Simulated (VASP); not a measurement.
Ta:

```
Ta
1.0
    -1.65290    1.65290    1.65290
     1.65290   -1.65290    1.65290
     1.65290    1.65290   -1.65290
Ta
1
Direct
  0.00000 0.00000 0.00000
```

- Program: VASP 6.6.1
- Task: relaxation of cell and atoms
- Functional: LDA
- Potentials or basis: VASP PAW LDA potentials, release 64 (Ta_pv)
- Cutoff: 600 eV
- k mesh: 13 × 13 × 13
- Occupations: fermi-dirac, width 0.1 eV
- Spin: no spin polarisation

At the start: pressure -8.4 GPa; volume 18.06 Å³/atom.

Where does the relaxation end?

Over 4 steps the energy falls by 20.3 meV/atom and the volume is 17.32 Å³/atom (-4.1 %); space group Im-3m (No. 229, to 0.05 Å).

The path:
```tsv
step	energy change (eV)	largest force (eV/Å)	pressure (GPa)	volume (Å³)
1	0.0000	0.0000	-8.40	18.06
2	0.0961	0.0000	24.91	15.70
3	-0.0203	0.0000	-0.31	17.34
4	-0.0203	0.0000	-0.04	17.32
```

Final structure:
```cif
data_structure
_symmetry_space_group_name_H-M 'P 1'
_symmetry_Int_Tables_number 1
_cell_length_a 2.8229
_cell_length_b 2.8229
_cell_length_c 2.8229
_cell_angle_alpha 109.471
_cell_angle_beta 109.471
_cell_angle_gamma 109.471
_cell_volume 17.32
loop_
_atom_site_label
_atom_site_type_symbol
_atom_site_fract_x
_atom_site_fract_y
_atom_site_fract_z
_atom_site_occupancy
Ta1 Ta 0.00000 0.00000 0.00000 1
```
